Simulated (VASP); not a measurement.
# Sn (I4/mmm) in VASP: a series of runs

Sn is run at these levels: PBEsol; tasks: single point.

Program: VASP 6.6.1. These are calculated values, not measurements. Logs are shortened: lines on timing, memory, paths and dates and some standing lists are left out, and cuts for length are marked.

**1. The cell of the first run**

Symmetry: I4/mmm, No. 139, tetragonal system. Conventional cell: a = 3.896 Å, b = 3.896 Å, c = 3.584 Å, α = 90.00°, β = 90.00°, γ = 90.00°. Within 4.3 Å of Sn (site symmetry 4/mmm) lie 14 Sn at 3.29 to 3.90 Å.

**2. Single point, PBEsol**

INCAR

```
SYSTEM = Sn
PREC     = Accurate       ! precision mode
ENCUT    = 520            ! plane-wave cutoff, eV
EDIFF    = 1E-7           ! SCF threshold, eV
ISMEAR   = 0              ! smearing method
SIGMA    = 0.15           ! smearing width, eV
LREAL    = .FALSE.        ! projectors in reciprocal space
LASPH    = .TRUE.         ! aspherical terms in the spheres
NELM     = 100            ! most SCF steps
ALGO     = Fast           ! electronic algorithm
ISIF     = 2              ! what is computed and relaxed
LWAVE    = .FALSE.        ! write WAVECAR
LCHARG   = .TRUE.         ! write CHGCAR
GGA      = PS             ! functional
LELF     = .TRUE.         ! ELF
LVHAR    = .TRUE.       
NBANDS   = 13             ! bands
```

KPOINTS

```
Automatic mesh
0
G
  20 20 20
  0 0 0
```

POSCAR

```
Sn
1.0
   -1.9480501607      1.9480501607      1.7922061478
    1.9480501607     -1.9480501607      1.7922061478
    1.9480501607      1.9480501607     -1.7922061478
Sn
1
Direct
    0.0000000000      0.0000000000      0.0000000000
```

Potentials or basis: VASP PAW PBE potentials, release 64 (Sn_d).

The run is started by

```console
$ cat potpaw_PBE.64/Sn_d/POTCAR > POTCAR
$ mpirun -np 1 vasp_std > vasp.out
```

OUTCAR:

```text
SYSTEM = Sn
   PREC = Accurate
   ENCUT = 520
   EDIFF = 1E-7
   ISMEAR = 0
   LREAL = .FALSE.
   LASPH = .TRUE.
   NELM = 100
   ISIF = 2
   GGA = PS

 ion  position               nearest neighbor table
   1  0.000  0.000  0.000-

  LATTYP: Found a body centered tetragonal cell.
 ALAT       =     3.8961003214
 C/A-ratio  =     0.9200000000

  Lattice vectors:

 A1 = (  -1.9480501607,   1.9480501607,   1.7922061478)
 A2 = (   1.9480501607,  -1.9480501607,   1.7922061478)
 A3 = (   1.9480501607,   1.9480501607,  -1.7922061478)

Analysis of symmetry for initial positions (statically):
=====================================================================
 Subroutine PRICEL returns:
 Original cell was already a primitive cell.

 Routine SETGRP: Setting up the symmetry group for a
 body centered tetragonal supercell.

 Subroutine GETGRP returns: Found 16 space group operations
 (whereof 16 operations were pure point group operations)
 out of a pool of 16 trial point group operations.

The static configuration has the point symmetry D_4h.

Analysis of symmetry for dynamics (positions and initial velocities):
=====================================================================
 Subroutine PRICEL returns:
 Original cell was already a primitive cell.

 Routine SETGRP: Setting up the symmetry group for a
 body centered tetragonal supercell.

 Subroutine GETGRP returns: Found 16 space group operations
 (whereof 16 operations were pure point group operations)
 out of a pool of 16 trial point group operations.

The dynamic configuration has the point symmetry D_4h.

 Subroutine INISYM returns: Found 16 space group operations
 (whereof 16 operations are pure point group operations),
 and found     1 'primitive' translations

----------------------------------------------------------------------------------------

                                     Primitive cell

  volume of cell :      27.2050

  direct lattice vectors                    reciprocal lattice vectors
    -1.948050161  1.948050161  1.792206148     0.000000000  0.256666902  0.278985763
     1.948050161 -1.948050161  1.792206148     0.256666902  0.000000000  0.278985763
     1.948050161  1.948050161 -1.792206148     0.256666902  0.256666902  0.000000000

  length of vectors
     3.286609459  3.286609459  3.286609459     0.379092277  0.379092277  0.362981814

  position of ions in fractional coordinates (direct lattice)
     0.000000000  0.000000000  0.000000000

  ion indices of the primitive-cell ions
   primitive index   ion index
                 1           1

[... 82 lines left out ...]
   NELECT =      14.0000    total number of electrons
   NUPDOWN=      -1.0000    fix difference up-down
   EMIN   =  10.00;   EMAX   =-10.00  energy-range for DOS
   EFERMI =   0.00;   METHOD = LEGACY
   ISMEAR =     0;   SIGMA  =   0.15  broadening in eV -4-tet -1-fermi 0-gaus
   EFERMI_NEDOS =   21; number of points for ismear=-14 and -15
   IALGO  =     68    algorithm
   IMIX   =      4    mixing-type and parameters
     AMIX     =   0.40;   BMIX     =  1.00
     AMIX_MAG =   1.60;   BMIX_MAG =  1.00
  volume/ion in A,a.u.               =      27.20       183.59
  Fermi-wavevector in a.u.,A,eV,Ry     =   1.311902  2.479136 23.416813  1.721087
  Thomas-Fermi vector in A             =   2.442332
   LORBIT       =      0    0 simple, 1 ext, 2 COOP (PROOUT), +10 PAW based schemes
   GGA     = PS    functional components
   LHFCALC =     F    Hartree Fock is set to
   AEXX    =    0.0000 exact exchange contribution
   IVDW    =     0    specifies the selected vdW correction
   LEPSILON=     F    determine dielectric tensor
   LRPA    =     F    only Hartree local field effects (RPA)
 non-spin polarized calculation
 RMM-DIIS sequential band-by-band and
 Gauss-broadening in eV      SIGMA  =   0.15
  energy-cutoff  :      520.00
  volume of cell :       27.20
 maximum number of plane-waves:       751
   NGX = 13   NGY = 13   NGZ = 13

 number of electron      13.9999993 magnetization

 Free energy of the ion-electron system (eV)
  ---------------------------------------------------
  ext. energy  EPLUGINS =         0.00000000
  ---------------------------------------------------
  free energy    TOTEN  =        -4.23344403 eV

  energy without entropy =       -4.22740982  energy(sigma->0) =       -4.23042692

 E-fermi :   7.9148     XC(G=0): -10.5003

 val. band max:        7.9145814800   @ k =  -0.2500  -0.2500   0.1500
 cond. band min:       7.9225077793   @ k =   0.3500   0.1500   0.1500
 fundamental gap:      0.0079262992
 Fermi energy:         7.9147941268

 k-point     1 :       0.0000    0.0000    0.0000
  band No.  band energies     occupation
      1     -13.5439      2.00000
      2     -13.5174      2.00000
      3     -13.5174      2.00000
      4     -13.4174      2.00000
      5     -13.3733      2.00000
      6      -3.1789      2.00000
      7      15.5463      0.00000
      8      15.5463      0.00000
      9      16.2895      0.00000
     10      19.5834      0.00000
     11      19.9040      0.00000
     12      19.9040      0.00000
     13      20.8653      0.00000
[... 354 lines left out ...]
  band No.  band energies     occupation
      1     -13.5650      2.00000
      2     -13.5052      2.00000
      3     -13.3983      2.00000
      4     -13.3971      2.00000
      5     -13.3669      2.00000
      6      -0.7968      2.00000
      7       7.4902      1.99994
      8      11.5991      0.00000
      9      13.2078      0.00000
     10      16.1505      0.00000
     11      17.0256      0.00000
     12      21.7394      0.00000
     13      23.3802      0.00000

 [... further k-points ...]

------------------------ aborting loop because EDIFF is reached ----------------------------------------

  FORCE on cell =-STRESS in cart. coord.  units (eV):
  Direction    XX          YY          ZZ          XY          YZ          ZX
  --------------------------------------------------------------------------------------
  -------------------------------------------------------------------------------------
  Total       -0.2902128     -0.2902128     -0.4665975      0.0000000      0.0000000      0.0000000
  in kB      -17.0914532    -17.0914532    -27.4792418      0.0000000      0.0000000      0.0000000
  external PRESSURE =     -20.5540494 kB  Pullay stress =       0.0000000 kB

 VOLUME and BASIS-vectors are now :
 -----------------------------------------------------------------------------
  energy-cutoff  :      520.00
  volume of cell :       27.20
      direct lattice vectors                 reciprocal lattice vectors
    -1.948050161  1.948050161  1.792206148     0.000000000  0.256666902  0.278985763
     1.948050161 -1.948050161  1.792206148     0.256666902  0.000000000  0.278985763
     1.948050161  1.948050161 -1.792206148     0.256666902  0.256666902  0.000000000

 POSITION                                       TOTAL-FORCE (eV/Angst)
 -----------------------------------------------------------------------------------
      0.00000      0.00000      0.00000        -0.000000      0.000000      0.000000
 -----------------------------------------------------------------------------------
    total drift:                               -0.000000      0.000000     -0.000000

  FREE ENERGIE OF THE ION-ELECTRON SYSTEM (eV)
  ---------------------------------------------------
  free  energy   TOTEN  =        -4.2334440336 eV

  energy  without entropy=       -4.2274098153  energy(sigma->0) =       -4.23042692
```

Run time: 1.7 min. Hardware: 1 thread of Intel Xeon Platinum 8488C (Sapphire Rapids), shared host; peak memory 0.31 GiB.

Results:

* Free energy: -4.2334 eV
* Pressure: -2.1 GPa
* Band gap on the k mesh: zero (bands 7 and 8 overlap by 9.90 eV)

Caveat: the PAW data sets were made with another functional, which shifts forces and pressure a little; spin-orbit coupling is left out, which moves the levels of the heavy elements.

**3. Single point, PBEsol**

This run uses another cell than the first one, of the same volume but with other edges.

INCAR

```
SYSTEM = Sn
  ALGO = Fast
  EDIFF = 1E-6
  ENCUT = 520
  GGA = PS
  ISIF = 2
  ISMEAR = 0
  LASPH = .True.
  LCHARG = .True.
  LELF = .True.
  LREAL = .False.
  LVHAR = .True.
  LWAVE = .False.
  NBANDS = 13
  NELM = 100
  PREC = Accurate
  SIGMA = 0.15
```

KPOINTS

```
k-points
0
Gamma
  20 20 20
  0 0 0
```

POSCAR

```
Sn
1.0
   -2.1872157555      2.1872157555      1.4216902411
    2.1872157555     -2.1872157555      1.4216902411
    2.1872157555      2.1872157555     -1.4216902411
Sn
1
Direct
    0.0000000000      0.0000000000      0.0000000000
```

Potentials or basis: VASP PAW PBE potentials, release 64 (Sn_d).

The run is started by

```console
$ cat potpaw_PBE.64/Sn_d/POTCAR > POTCAR
$ mpirun -np 1 vasp_std > vasp.out
```

Wall time 3 min (1 thread of Intel Xeon Platinum 8488C (Sapphire Rapids), shared host); peak memory 0.33 GiB.

The run converged. Its results:

```
Free energy            : -4.0655 eV
Pressure               : 2.9 GPa
Band gap on the k mesh : zero (bands 7 and 8 overlap by 7.89 eV)
```

Stress tensor (GPa, compression positive):
```
-2.16  0.00  0.00
 0.00 -2.16  0.00
 0.00  0.00 12.95
```

Levels at points of the mesh, in eV from the Fermi level:
```
           k point  band 3  band 4  band 5  band 6  band 7  band 8  band 9  band 10  band 11  band 12
(0.00, 0.00, 0.00)  -21.38  -21.37  -21.37  -11.35    4.37    4.37    7.90     8.50    12.59    15.23
(0.50, 0.00, 0.00)  -21.41  -21.37  -21.17   -4.60   -4.10    3.06    3.40     6.86     6.88    12.44
(0.50, 0.50, 0.00)  -21.44  -21.38  -21.29   -8.54   -5.07    6.65    9.77    11.15    11.47    12.62
(0.50, 0.50, 0.50)  -21.32  -21.29  -21.29   -5.60   -2.72   -2.72    2.24     7.24    10.95    21.43
```

Caveat: the stress differs along the axes, from -2 to 13 GPa; the PAW data sets were made with another functional, which shifts forces and pressure a little; spin-orbit coupling is left out, which moves the levels of the heavy elements.
